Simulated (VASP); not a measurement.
# BN (F-43m) in VASP: settings compared

Aim: see how the results for BN move with the level of theory and the settings. Levels: PBE+D3(BJ), PBE, RPBE+D4. Tasks: relaxation of cell and atoms, single point.

Program: VASP 6.6.1. These are calculated values, not measurements. Logs are shortened: lines on timing, memory, paths and dates and some standing lists are left out, and cuts for length are marked.

### 1 The cell of the first run

The structure is cubic, space group F-43m (No. 216). The conventional cell has a = 3.626 Å, b = 3.626 Å, c = 3.626 Å, α = 90.00°, β = 90.00°, γ = 90.00°. N (site symmetry -43m) has 4 B at 1.57 Å within 2.1 Å. B (site symmetry -43m) has 4 N at 1.57 Å within 2.1 Å.

### 2 Relaxation of cell and atoms, PBE+D3(BJ)

INCAR reads:

```
ALGO     = Normal         # electronic algorithm
EDIFF    = 1E-7           # SCF threshold, eV
EDIFFG   = -0.005         # ionic threshold
ENCUT    = 600            # plane-wave cutoff, eV
GGA      = PE             # functional
IBRION   = 2              # ionic algorithm
ISIF     = 3              # what is computed and relaxed
ISMEAR   = -1             # smearing method
IVDW     = 12             # dispersion correction
LASPH    = True           # aspherical terms in the spheres
LCHARG   = False          # write CHGCAR
LREAL    = False          # projectors in reciprocal space
LWAVE    = False          # write WAVECAR
NELM     = 80             # most SCF steps
NSW      = 80             # ionic steps
PREC     = Accurate       # precision mode
SIGMA    = 0.05           # smearing width, eV
```

KPOINTS reads:

```
k-points
0
Gamma
  13 13 13
```

POSCAR reads:

```
BN
1.0
    0.0000000000      1.8130010000      1.8130010000
    1.8130010000      0.0000000000      1.8130010000
    1.8130010000      1.8130010000      0.0000000000
N B
1 1
Direct
    0.2500000000      0.2500000000      0.2500000000
    0.0000000000      0.0000000000      0.0000000000
```

Potentials or basis: VASP PAW PBE potentials, release 64 (N, B).

On the command line:

```
cat potpaw_PBE.64/N/POTCAR potpaw_PBE.64/B/POTCAR > POTCAR
mpirun -np 1 vasp_std > vasp.out
```

OUTCAR:

```text
EDIFF = 1E-7
   EDIFFG = -0.005
   ENCUT = 600
   GGA = PE
   IBRION = 2
   ISIF = 3
   ISMEAR = -1
   IVDW = 12
   LASPH = True
   LREAL = False
   NELM = 80
   NSW = 80
   PREC = Accurate
 IVDW          = 12

 ion  position               nearest neighbor table
   1  0.250  0.250  0.250-   2 1.57   2 1.57   2 1.57   2 1.57
   2  0.000  0.000  0.000-   1 1.57   1 1.57   1 1.57   1 1.57

  LATTYP: Found a face centered cubic cell.
 ALAT       =     3.6260020000

  Lattice vectors:

 A1 = (   0.0000000000,   1.8130010000,   1.8130010000)
 A2 = (   1.8130010000,   0.0000000000,   1.8130010000)
 A3 = (   1.8130010000,   1.8130010000,   0.0000000000)

Analysis of symmetry for initial positions (statically):
=====================================================================
 Subroutine PRICEL returns:
 Original cell was already a primitive cell.

 Routine SETGRP: Setting up the symmetry group for a
 face centered cubic supercell.

 Subroutine GETGRP returns: Found 24 space group operations
 (whereof 24 operations were pure point group operations)
 out of a pool of 48 trial point group operations.

The static configuration has the point symmetry T_d .

Analysis of symmetry for dynamics (positions and initial velocities):
=====================================================================
 Subroutine PRICEL returns:
 Original cell was already a primitive cell.

 Routine SETGRP: Setting up the symmetry group for a
 face centered cubic supercell.

 Subroutine GETGRP returns: Found 24 space group operations
 (whereof 24 operations were pure point group operations)
 out of a pool of 48 trial point group operations.

The dynamic configuration has the point symmetry T_d .

 Subroutine INISYM returns: Found 24 space group operations
 (whereof 24 operations are pure point group operations),
 and found     1 'primitive' translations

----------------------------------------------------------------------------------------

                                     Primitive cell

  volume of cell :      11.9186

  direct lattice vectors                    reciprocal lattice vectors
     0.000000000  1.813001000  1.813001000    -0.275785838  0.275785838  0.275785838
     1.813001000  0.000000000  1.813001000     0.275785838 -0.275785838  0.275785838
     1.813001000  1.813001000  0.000000000     0.275785838  0.275785838 -0.275785838

  length of vectors
     2.563970603  2.563970603  2.563970603     0.477675083  0.477675083  0.477675083

  position of ions in fractional coordinates (direct lattice)
     0.250000000  0.250000000  0.250000000
     0.000000000  0.000000000  0.000000000

  ion indices of the primitive-cell ions
   primitive index   ion index
                 1           1
                 2           2

----------------------------------------------------------------------------------------

 KPOINTS: k-points

Automatic generation of k-mesh.
 Grid dimensions read from file:
 generate k-points for:   13   13   13

 Generating k-lattice:

  Cartesian coordinates                     Fractional coordinates (reciprocal lattice)
    -0.021214295  0.021214295  0.021214295     0.076923077  0.000000000  0.000000000
     0.021214295 -0.021214295  0.021214295     0.000000000  0.076923077  0.000000000
     0.021214295  0.021214295 -0.021214295     0.000000000  0.000000000  0.076923077

  Length of vectors
     0.036744237  0.036744237  0.036744237

  Shift w.r.t. Gamma in fractional coordinates (k-lattice)
     0.000000000  0.000000000  0.000000000

 Subroutine IBZKPT returns following result:
 ===========================================

 Found     84 irreducible k-points:

 Following reciprocal coordinates:
            Coordinates               Weight
  0.000000  0.000000  0.000000      1.000000
  0.076923  0.000000  0.000000      8.000000
  0.153846  0.000000  0.000000      8.000000
  0.230769  0.000000  0.000000      8.000000
  0.307692  0.000000  0.000000      8.000000
  0.384615  0.000000  0.000000      8.000000
[... 16 lines left out ...]
  0.384615  0.153846  0.000000     24.000000
  0.461538  0.153846  0.000000     24.000000
 [... further k-points ...]
   k-points           NKPTS =     84   k-points in BZ     NKDIM =     84   number of bands    NBANDS=      8
   number of dos      NEDOS =    301   number of ions     NIONS =      2
   total plane-waves  NPLWV =   8000
   dimension x,y,z NGX =    20 NGY =   20 NGZ =   20
   dimension x,y,z NGXF=    40 NGYF=   40 NGZF=   40
   ions per type =               1   1
   NGX,Y,Z   is equivalent  to a cutoff of  12.97, 12.97, 12.97 a.u.
   NGXF,Y,Z  is equivalent  to a cutoff of  25.94, 25.94, 25.94 a.u.
 SYSTEM =  unknown system
   PREC   = accura    normal or accurate (medium, high low for compatibility)
   ISTART =      0    job   : 0-new  1-cont  2-samecut
   ICHARG =      2    charge: 1-file 2-atom 10-const
   ISPIN  =      1    spin polarized calculation?
   LNONCOLLINEAR =      F non collinear calculations
   LSORBIT =      F    spin-orbit coupling
   LASPH  =      T    aspherical Exc in radial PAW
   ENCUT  =  600.0 eV  44.10 Ry    6.64 a.u.   5.12  5.12  5.12*2*pi/ulx,y,z
   NELM   =     80;   NELMIN=  2; NELMDL= -5     # of ELM steps
   EDIFF  = 0.1E-06   stopping-criterion for ELM
   LREAL  =      F    real-space projection
   EDIFFG = -.5E-02   stopping-criterion for IOM
   NSW    =     80    number of steps for IOM
   IBRION =      2    ionic relax: 0-MD 1-quasi-New 2-CG
   NFREE  =      1    steps in history (QN), initial steepest desc. (CG)
   ISIF   =      3    stress and relaxation
   ISYM   =      2    0-nonsym 1-usesym 2-fastsym
   POTIM  = 0.5000    time-step for ionic-motion
   TEBEG  =    0.0;   TEEND  =   0.0 temperature during run
   PSTRESS=    0.0 pullay stress
   NELECT =       8.0000    total number of electrons
   NUPDOWN=      -1.0000    fix difference up-down
   EMIN   =  10.00;   EMAX   =-10.00  energy-range for DOS
   EFERMI =   0.00;   METHOD = LEGACY
   ISMEAR =    -1;   SIGMA  =   0.05  broadening in eV -4-tet -1-fermi 0-gaus
   EFERMI_NEDOS =   21; number of points for ismear=-14 and -15
   IALGO  =     38    algorithm
   IMIX   =      4    mixing-type and parameters
     AMIX     =   0.40;   BMIX     =  1.00
     AMIX_MAG =   1.60;   BMIX_MAG =  1.00
  volume/ion in A,a.u.               =       5.96        40.22
  Fermi-wavevector in a.u.,A,eV,Ry     =   1.433387  2.708709 27.954506  2.054598
  Thomas-Fermi vector in A             =   2.552911
   LORBIT       =      0    0 simple, 1 ext, 2 COOP (PROOUT), +10 PAW based schemes
   GGA     = PE    functional components
   LHFCALC =     F    Hartree Fock is set to
   AEXX    =    0.0000 exact exchange contribution
   IVDW    =    12    specifies the selected vdW correction
   LEPSILON=     F    determine dielectric tensor
   LRPA    =     F    only Hartree local field effects (RPA)
 conjugate gradient relaxation of ions
 non-spin polarized calculation
  energy-cutoff  :      600.00
  volume of cell :       11.92
 maximum number of plane-waves:       411
   NGX = 11   NGY = 11   NGZ = 11

--------------------------------------- Ionic step        1  -------------------------------------------

 number of electron       7.9999999 magnetization

 Free energy of the ion-electron system (eV)
  ---------------------------------------------------
  ext. energy  EPLUGINS =         0.00000000
  ---------------------------------------------------
  free energy    TOTEN  =       -17.45461874 eV

  energy without entropy =      -17.45461874  energy(sigma->0) =      -17.45461874

------------------------ aborting loop because EDIFF is reached ----------------------------------------

 Edisp (eV)   -0.41457

 E8    (eV) :    -0.1226

  FORCE on cell =-STRESS in cart. coord.  units (eV):
  Direction    XX          YY          ZZ          XY          YZ          ZX
  --------------------------------------------------------------------------------------
  -------------------------------------------------------------------------------------
  Total      -0.44791    -0.44791    -0.44791     0.00000     0.00000     0.00000
  in kB     -60.21162   -60.21162   -60.21162     0.00000     0.00000     0.00000
  external pressure =      -60.21 kB  Pullay stress =        0.00 kB

 VOLUME and BASIS-vectors are now :
 -----------------------------------------------------------------------------
  energy-cutoff  :      600.00
  volume of cell :       11.92
      direct lattice vectors                 reciprocal lattice vectors
     0.000000000  1.813001000  1.813001000    -0.275785838  0.275785838  0.275785838
     1.813001000  0.000000000  1.813001000     0.275785838 -0.275785838  0.275785838
     1.813001000  1.813001000  0.000000000     0.275785838  0.275785838 -0.275785838
[... 41 lines left out ...]
 POSITION                                       TOTAL-FORCE (eV/Angst)
 -----------------------------------------------------------------------------------
      0.89671      0.89671      0.89671        -0.000000     -0.000000     -0.000000
      0.00000      1.79341      1.79341         0.000000      0.000000      0.000000
 -----------------------------------------------------------------------------------
    total drift:                                0.000000      0.000000      0.000000

  FREE ENERGIE OF THE ION-ELECTRON SYSTEM (eV)
  ---------------------------------------------------
  free  energy   TOTEN  =       -17.8690527497 eV

  energy  without entropy=      -17.8690527497  energy(sigma->0) =      -17.86905275

--------------------------------------- Ionic step        3  -------------------------------------------

 number of electron       7.9999999 magnetization

 Free energy of the ion-electron system (eV)
  ---------------------------------------------------
  ext. energy  EPLUGINS =         0.00000000
  ---------------------------------------------------
  free energy    TOTEN  =       -17.45150318 eV

  energy without entropy =      -17.45150318  energy(sigma->0) =      -17.45150318

 E-fermi :   8.3755     XC(G=0): -12.8571

 val. band max:        7.4899046046   @ k =   0.0000   0.0000   0.0000
 cond. band min:      12.0319122330   @ k =   0.4615   0.4615   0.0000
 fundamental gap:      4.5420076285
 Fermi energy:         8.3754543623

 k-point     1 :       0.0000    0.0000    0.0000
  band No.  band energies     occupation
      1     -12.8215      2.00000
      2       7.4899      2.00000
      3       7.4899      2.00000
      4       7.4899      2.00000
      5      16.3433      0.00000
      6      16.3433      0.00000
      7      16.3433      0.00000
      8      17.9553      0.00000

 k-point     2 :       0.0769    0.0000    0.0000
  band No.  band energies     occupation
      1     -12.6766      2.00000
      2       6.6996      2.00000
      3       7.3335      2.00000
      4       7.3335      2.00000
      5      16.5383      0.00000
      6      16.5810      0.00000
      7      16.5810      0.00000
      8      18.4324      0.00000
[... 221 lines left out ...]
 k-point    23 :       0.3846    0.1538    0.0000
  band No.  band energies     occupation
      1      -9.8153      2.00000
      2      -0.1063      2.00000
      3       4.6735      2.00000
      4       4.7674      2.00000
      5      16.1086      0.00000
      6      19.7177      0.00000
      7      20.2019      0.00000
      8      21.1151      0.00000

 k-point    24 :       0.4615    0.1538    0.0000
  band No.  band energies     occupation
      1      -8.8165      2.00000
      2      -1.8315      2.00000
      3       4.2081      2.00000
      4       4.6401      2.00000
      5      16.4245      0.00000
      6      19.7024      0.00000
      7      20.0672      0.00000
      8      22.2513      0.00000

 [... further k-points ...]

------------------------ aborting loop because EDIFF is reached ----------------------------------------

 Edisp (eV)   -0.42134

 E8    (eV) :    -0.1245

  FORCE on cell =-STRESS in cart. coord.  units (eV):
  Direction    XX          YY          ZZ          XY          YZ          ZX
  --------------------------------------------------------------------------------------
  -------------------------------------------------------------------------------------
  Total      -0.00053    -0.00053    -0.00053     0.00000    -0.00000    -0.00000
  in kB      -0.07224    -0.07224    -0.07224     0.00000    -0.00000    -0.00000
  external pressure =       -0.07 kB  Pullay stress =        0.00 kB

 VOLUME and BASIS-vectors are now :
 -----------------------------------------------------------------------------
  energy-cutoff  :      600.00
  volume of cell :       11.73
      direct lattice vectors                 reciprocal lattice vectors
     0.000000000  1.803245085  1.803245085    -0.277277894  0.277277894  0.277277894
     1.803245085  0.000000000  1.803245085     0.277277894 -0.277277894  0.277277894
     1.803245085  1.803245085 -0.000000000     0.277277894  0.277277894 -0.277277894

 POSITION                                       TOTAL-FORCE (eV/Angst)
 -----------------------------------------------------------------------------------
      0.90162      0.90162      0.90162        -0.000000     -0.000000     -0.000000
      0.00000      0.00000      0.00000         0.000000      0.000000      0.000000
 -----------------------------------------------------------------------------------
    total drift:                                0.000000      0.000000      0.000000

  FREE ENERGIE OF THE ION-ELECTRON SYSTEM (eV)
  ---------------------------------------------------
  free  energy   TOTEN  =       -17.8728406580 eV

  energy  without entropy=      -17.8728406580  energy(sigma->0) =      -17.87284066

 reached required accuracy - stopping structural energy minimisation
```

Wall time 28 s (1 thread of AMD EPYC 7R43 (Zen 3), shared host); peak memory 0.1 GiB.

Results:

- Free energy: -17.8728 eV
- Relaxed volume: 5.86 Å³/atom
- Relaxed cell: a = 2.550 Å, b = 2.550 Å, c = 2.550 Å, α = 60.00°, β = 60.00°, γ = 60.00°
- Space group after relaxing (to 0.05 Å): F-43m (No. 216)
- Energy gained by relaxing: 1.8 meV/atom
- Ionic steps: 3
- Pressure after relaxing: 0.0 GPa
- Band gap on the k mesh: 4.54 eV, indirect (least direct gap 8.85 eV)
- Dispersion energy per atom: -0.211 eV

Step by step:
```tsv
step	energy change (eV)	largest force (eV/Å)	pressure (GPa)	volume (Å³)
1	0.0000	0.0000	-6.02	11.92
2	0.0001	0.0000	6.47	11.54
3	-0.0037	0.0000	-0.01	11.73
```

Final structure:
```yaml
crystal:
  lattice:
    - [0.00000, 1.80325, 1.80325]
    - [1.80325, 0.00000, 1.80325]
    - [1.80325, 1.80325, 0.00000]
  atoms:
    - { symbol: N, position: [0.25000, 0.25000, 0.25000] }
    - { symbol: B, position: [0.00000, 0.00000, 0.00000] }
```

A k mesh can miss the band edges. A hybrid or GW would open this gap; PBE tends to underestimate it.

### 3 Single point, PBE

INCAR reads:

```
  PREC = Accurate
  ENCUT = 520
  EDIFF = 1E-6
  ISMEAR = -1
  SIGMA = 0.02
  LREAL = False
  LASPH = True
  NELM = 80
  ALGO = Normal
  ISIF = 2
  LWAVE = False
  LCHARG = True
  GGA = PE
  LELF = True
  LVHAR = True
  NBANDS = 11
```

KPOINTS reads:

```
regular mesh
0
Gamma
  5 5 5
```

POSCAR is that of step 2.

Potentials or basis: VASP PAW PBE potentials, release 64 (N, B).

On the command line:

```
cat potpaw_PBE.64/N/POTCAR potpaw_PBE.64/B/POTCAR > POTCAR
mpirun -np 1 vasp_std > vasp.out
```

Wall time 3.3 s (1 thread of Intel Xeon Platinum 8375C at 2.90GHz (Ice Lake), shared host); peak memory 0.11 GiB.

It converged, with:

| Property | Result |
| --- | --- |
| Free energy | -17.4344 eV |
| Pressure | 0.0 GPa |
| Band gap on the k mesh | 4.92 eV, indirect (least direct gap 8.77 eV) |

Levels at points of the mesh, in eV from the valence-band top:
```tsv
k point	band 1	band 2	band 3	band 4	band 5	band 6	band 7	band 8	band 9
(0.00, 0.00, 0.00)	-20.13	0.00	0.00	0.00	8.77	8.77	8.77	10.20	24.57
```

Caveat: the k points lie up to 0.60 Å⁻¹ apart.

(Part 1 of 2 ends here.)
